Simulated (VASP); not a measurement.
Here is a VASP 6.6.1 calculation.

Contents of POSCAR:

```
TiAl
1.0
    3.1790640000     -0.0158953200      0.0000000000
   -0.0158953200      3.1790640000      0.0000000000
    0.0000000000      0.0000000000      3.1790640000
Ti Al
1 1
Direct
    0.0000000000      0.0000000000      0.0000000000
    0.5000000000      0.5000000000      0.5000000000
```

File INCAR.step1:

```
PREC = Accurate ; ENCUT = 520
ISMEAR = 0 ; SIGMA = 0.15
LREAL = False ; LASPH = True
NELM = 60 ; NBANDS = 14
GGA = PE ; ALGO = Normal
EDIFF = 1E-4 ; LWAVE = True
LCHARG = False
```

INCAR.step2

```
PREC = Accurate ; ENCUT = 520
EDIFF = 1E-6 ; ISMEAR = 0
SIGMA = 0.15 ; LREAL = False
LASPH = True ; NELM = 60
ALGO = Normal ; ISIF = 2
LWAVE = False ; LCHARG = False
METAGGA = R2SCAN ; LMIXTAU = True
NBANDS = 14 ; ISTART = 1
```

KPOINTS

```
Automatic mesh
0
Gamma
  16 16 16
```

Potentials or basis: VASP PAW PBE potentials, release 64 (Ti_sv, Al).

Command:

```console
$ cat potpaw_PBE.64/Ti_sv/POTCAR potpaw_PBE.64/Al/POTCAR > POTCAR
$ cp INCAR.step1 INCAR
$ mpirun -np 1 vasp_std > vasp.out
$ cp INCAR.step2 INCAR
$ mpirun -np 1 vasp_std > vasp.out
```

**Question.** Predict the pressure.

**Answer.** -0.7 GPa.

**Question.** Estimate the band gap on the k mesh.

**Answer.** Zero (an odd number of electrons rules out a gap without spin polarisation).

Stress tensor (GPa, compression positive):
```
-0.72  0.77  0.00
 0.77 -0.72  0.00
 0.00  0.00 -0.70
```

Caveat: the cell differs from its parent crystal (strain -0.0100 x Voigt [0, 0, 0, 0, 0, 1]); the PAW data sets were made with another functional, which shifts forces and pressure a little.
